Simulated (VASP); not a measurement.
Write the native input for VASP 6.6.1 that does the following.

```yaml
Task: single point
Functional: PBE
Potentials_or_basis: VASP PAW PBE potentials, release 64 (Mg, O)
Cutoff: 520 eV
k_mesh: 11 × 11 × 11
Occupations: fermi-dirac, width 0.05 eV
Spin: no spin polarisation
Dipole_correction: no
Further_INCAR_settings: ALGO = Normal; EDIFF = 1e-06; NBANDS = 11
```

The structure of MgO lies in POSCAR:

```
MgO
1.0
    0.0000000000      2.0541934342      2.0541934342
    2.0541934342      0.0000000000      2.0541934342
    2.0541934342      2.0541934342      0.0000000000
Mg O
1 1
Direct
    0.0000000000      0.0000000000      0.0000000000
    0.5000000000      0.5000000000      0.5000000000
```

One way to write it, as run:

INCAR

```
SYSTEM = MgO
  PREC = Accurate
  ENCUT = 520
  EDIFF = 1E-6
  ISMEAR = -1
  SIGMA = 0.05
  LREAL = .FALSE.
  LASPH = .TRUE.
  NELM = 100
  ALGO = Normal
  ISIF = 2
  LWAVE = .FALSE.
  LCHARG = .FALSE.
  GGA = PE
  NBANDS = 11
```

KPOINTS

```
Automatic mesh
0
G
  11 11 11
  0 0 0
```

Potentials or basis: VASP PAW PBE potentials, release 64 (Mg, O).

Run with:

```bash
$ cat potpaw_PBE.64/Mg/POTCAR potpaw_PBE.64/O/POTCAR > POTCAR
$ mpirun -np 1 vasp_std > vasp.out
```

It gave:

```
Pressure               : 18.6 GPa
Band gap on the k mesh : 5.49 eV, direct
```

Wall time 11 s on 1 thread of AMD EPYC 7R43 64-Core Processor (Zen 3) (shared host), peak memory 0.11 GiB.
